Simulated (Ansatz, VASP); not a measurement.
## Two plane-wave programs on Ta2N

File INCAR:

```
SYSTEM = Ta2N
PREC     = Accurate       ! precision mode
ENCUT    = 520            ! plane-wave cutoff, eV
EDIFF    = 1E-7           ! SCF threshold, eV
ISMEAR   = 0              ! smearing method
SIGMA    = 0.15           ! smearing width, eV
LREAL    = .FALSE.        ! projectors in reciprocal space
LASPH    = .TRUE.         ! aspherical terms in the spheres
NELM     = 80             ! most SCF steps
ALGO     = Normal         ! electronic algorithm
ISIF     = 2              ! what is computed and relaxed
LWAVE    = .FALSE.        ! write WAVECAR
LCHARG   = .FALSE.        ! write CHGCAR
GGA      = PS             ! functional
NBANDS   = 20             ! bands
```

The input KPOINTS:

```
Automatic mesh
0
G
  18 18 10
  0 0 0
```

POSCAR

```
Ta2N
1.0
    3.2325461563      0.0000000000      0.0000000000
   -1.6162730782      2.7994670902      0.0000000000
    0.0000000000      0.0000000000      5.0644200369
Ta N
2 1
Direct
    0.6666666667      0.3333333333      0.7462554481
    0.3333333333      0.6666666667      0.2537445519
    0.0000000000      0.0000000000      0.0000000000
```

Input for Ansatz:

```yaml
crystal:
  lattice:
    - [3.2325461563, 0.0, 0.0]
    - [-1.6162730782, 2.7994670902, 0.0]
    - [0.0, 0.0, 5.0644200369]
  atoms:
    - { symbol: Ta, position: [0.6666666667, 0.3333333333, 0.7462554481] }
    - { symbol: Ta, position: [0.3333333333, 0.6666666667, 0.2537445519] }
    - { symbol: "N", position: [0.0, 0.0, 0.0] }
basis:
  ecutwfc: 420
kpoints:
  mp_grid: { grid: [18, 18, 10] }
hamiltonian:
  xc: pbesol
scf:
  occupations: { method: gaussian, width: 0.15 }
output:
  forces: true
  stress: true
  eigenvalues: true
```

Change from the starting cell: strain +0.050 along x and y, +0.050 along z, atoms carried along.

Alike in both runs: task single point; functional PBEsol; k mesh 18 × 18 × 10; occupations gaussian, width 0.15 eV; no spin polarisation.

```csv
,VASP,Ansatz
version,VASP 6.6.1,Ansatz 0.2.0
potentials or method,"VASP PAW PBE potentials, release 64 (Ta_pv, N), cutoff 520 eV","scalar-relativistic, plane waves, PAW"
valence electrons in the cell,27,31
```

Ansatz gave:

* gap on the k mesh at the Fermi level (eV): none
* pressure (GPa): -32.2
* traceless stress, the component that is largest in VASP (GPa): -0.32
* rms of the force components (eV/Å): 0.347

Problem. Which values does VASP return?

Solution. gap on the k mesh at the Fermi level (eV): none; pressure (GPa): -31.9; traceless stress, the component that is largest in VASP (GPa): -0.37; rms of the force components (eV/Å): 0.331.

VASP's potentials were made for PBE, not for PBEsol. Atom by atom the forces differ by 0.016 eV/Å (rms over components). A gap of «none» marks a metal or a gap that the smearing closes. Both programs put the cell under strong tension, so it lies far from rest at this level. VASP's potentials hold 27 valence electrons a cell and Ansatz's 31, so a difference there can come from the potentials and not from the codes.

Neither program's run includes spin-orbit coupling. Noted on VASP's run: the cell as given lies far from equilibrium.
